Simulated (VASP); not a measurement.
A run of VASP 6.6.1 is set up as follows.

INCAR

```
  PREC = Accurate
  ENCUT = 520
  EDIFF = 1E-6
  ISMEAR = 0
  SIGMA = 0.15
  LREAL = F
  LASPH = T
  NELM = 100
  ALGO = Normal
  ISIF = 2
  LWAVE = F
  LCHARG = F
  GGA = PS
  NBANDS = 32
```

File KPOINTS:

```
regular mesh
0
Gamma
  12 12 12
```

The input POSCAR:

```
Sn3Se
1.0
    0.0000000000      3.6581854746      3.6581854746
    3.6581854746      0.0000000000      3.6581854746
    3.6581854746      3.6581854746      0.0000000000
Sn Se
3 1
Direct
    0.2500000000      0.2500000000      0.2500000000
    0.7500000000      0.7500000000      0.7500000000
    0.5000000000      0.5000000000      0.5000000000
    0.0307529514     -0.0307529514     -0.0307529514
```

Potentials or basis: VASP PAW PBE potentials, release 64 (Sn_d, Se).

Command:

```bash
$ cat potpaw_PBE.64/Sn_d/POTCAR potpaw_PBE.64/Se/POTCAR > POTCAR
$ mpirun -np 1 vasp_std > vasp.out
```

(1) Estimate the band gap on the k mesh.

(2) Estimate the pressure.

Results:

(1) zero (bands 24 and 25 overlap by 2.25 eV).

(2) 0.6 GPa.

Caveat: the cell differs from its parent crystal (atom 4 (Se) moved -0.225 Å along Cartesian [1 0 0]); the PAW data sets were made with another functional, which shifts forces and pressure a little; spin-orbit coupling is left out, which moves the levels of the heavy elements.
